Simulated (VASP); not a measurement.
A run of VASP 6.6.1 is set up as follows.

The input INCAR:

```
SYSTEM = Ge
PREC = Accurate ; ENCUT = 520
EDIFF = 1E-6 ; ISMEAR = 0
SIGMA = 0.15 ; LREAL = .False.
LASPH = .True. ; NELM = 60
ALGO = Normal ; ISIF = 2
LWAVE = .False. ; LCHARG = .True.
GGA = PS ; LELF = .True.
LVHAR = .True. ; NBANDS = 21
```

The input KPOINTS:

```
regular mesh
0
Gamma
  18 18 10
  0 0 0
```

Contents of POSCAR:

```
Ge
1.0
    1.4880529250     -2.6206365061      0.0000000000
    1.4880529250      2.6206365061      0.0000000000
    0.0000000000      0.0000000000      4.7275957900
Ge
2
Direct
    0.6665533700      0.3334466300      0.2500000000
    0.3334466300      0.6665533700      0.7500000000
```

Potentials or basis: VASP PAW PBE potentials, release 64 (Ge_d).

The run is started by

```sh
$ cat potpaw_PBE.64/Ge_d/POTCAR > POTCAR
$ mpirun -np 1 vasp_std > vasp.out
```

**Question.** Estimate the band gap on the k mesh.

**Answer.** Zero (band 14 reaches 13.40 eV, above the bottom of band 15 at 3.87 eV).

**Question.** Estimate the largest force.

**Answer.** 0.011 eV/Å.

Forces in eV/Å, atoms in the order of the input:
```
Ge   0.000  0.011  0.000
Ge   0.000 -0.011  0.000
```

Caveat: the cell differs from its parent crystal (strain +0.0100 x Voigt [0, 1, 0, 0, 0, 0]); the PAW data sets were made with another functional, which shifts forces and pressure a little.
